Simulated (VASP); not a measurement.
# Al8N: single point with PBE

The system is Al8N, a slab with vacuum.

```
Al N
1.0
     2.85432    0.00000    0.00000
    -1.42716    2.47192    0.00000
     0.00000    0.00000   33.47606
Al N
8 1
Direct
  0.33333 0.66667 0.11949
  0.00000 0.00000 0.18956
  0.66667 0.33333 0.25964
  0.00000 0.00000 0.32971
  0.33333 0.66667 0.39922
  0.00000 0.00000 0.46965
  0.66667 0.33333 0.54010
  0.00000 0.00000 0.61166
  0.66667 0.33333 0.70038
```

| Property | Result |
| --- | --- |
| Program | VASP 6.6.1 |
| Task | single point |
| Functional | PBE |
| Potentials or basis | VASP PAW PBE potentials, release 64 (Al, N) |
| Cutoff | 520 eV |
| k mesh | 9 × 9 × 1 |
| Occupations | gaussian, width 0.1 eV |
| Spin | no spin polarisation |
| Dipole correction | yes |
| Further INCAR settings | ALGO = Normal; EDIFF = 1e-07; NBANDS = 24 |

```
Largest force : 1.042 eV/Å
```

Forces in eV/Å, atoms in the order of the input:
```
Al   0.000  0.000 -0.076
Al   0.000  0.000  0.047
Al   0.000  0.000 -0.018
Al   0.000  0.000 -0.072
Al   0.000  0.000  0.180
Al   0.000  0.000 -0.071
Al   0.000  0.000 -0.054
Al   0.000  0.000  1.042
N    0.000  0.000 -0.978
```

Levels at points of the mesh, in eV from the Fermi level:
| k point | band 9 | band 10 | band 11 | band 12 | band 13 | band 14 | band 15 | band 16 | band 17 | band 18 |
| --- | --- | --- | --- | --- | --- | --- | --- | --- | --- | --- |
| (0.00, 0.00, 0.00) | -5.30 | -3.95 | -2.42 | -1.23 | -0.23 | 1.31 | 1.48 | 1.48 | 2.88 | 4.03 |

Wall time 7.2 min on 1 thread of Intel(R) Xeon(R) Platinum 8488C (Sapphire Rapids), with other jobs on the host, peak memory 0.36 GiB.
